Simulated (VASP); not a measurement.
Here is a VASP 6.6.1 calculation.

INCAR

```
PREC = Accurate
ENCUT = 520
EDIFF = 1E-7
ISMEAR = -4
SIGMA = 0.1
LREAL = F
LASPH = T
NELM = 150
ALGO = Normal
ISIF = 2
LWAVE = F
LCHARG = F
MAGMOM = 0 0 0 0 0 0
LORBIT = 11
LSORBIT = T
GGA_COMPAT = F
LORBMOM = T
LMAXMIX = 4
GGA = PS
NBANDS = 28
```

The input KPOINTS:

```
regular mesh
0
Gamma
  12 12 11
```

File POSCAR:

```
TaN
1.0
    3.0143455988      0.0000000000      0.0000000000
   -1.5071727994      2.6104998643      0.0000000000
    0.0000000000      0.0000000000      2.9579163926
Ta N
1 1
Direct
    0.0000000000      0.0000000000      0.5000000000
    0.6666666667      0.3333333333      0.0000000000
```

Potentials or basis: VASP PAW PBE potentials, release 64 (Ta_pv, N).

The run is started by

```console
$ cat potpaw_PBE.64/Ta_pv/POTCAR potpaw_PBE.64/N/POTCAR > POTCAR
$ mpirun -np 1 vasp_ncl > vasp.out
```

**Question.** Predict the net moment.

**Answer.** 0.00 μB per cell.

**Question.** Predict the pressure.

**Answer.** -26.2 GPa.

Stress tensor (GPa, compression positive):
```
-25.28   0.00   0.00
  0.00 -25.28   0.00
  0.00   0.00 -28.08
```

Caveat: the cell stands under tension; the PAW data sets were made with another functional, which shifts forces and pressure a little.
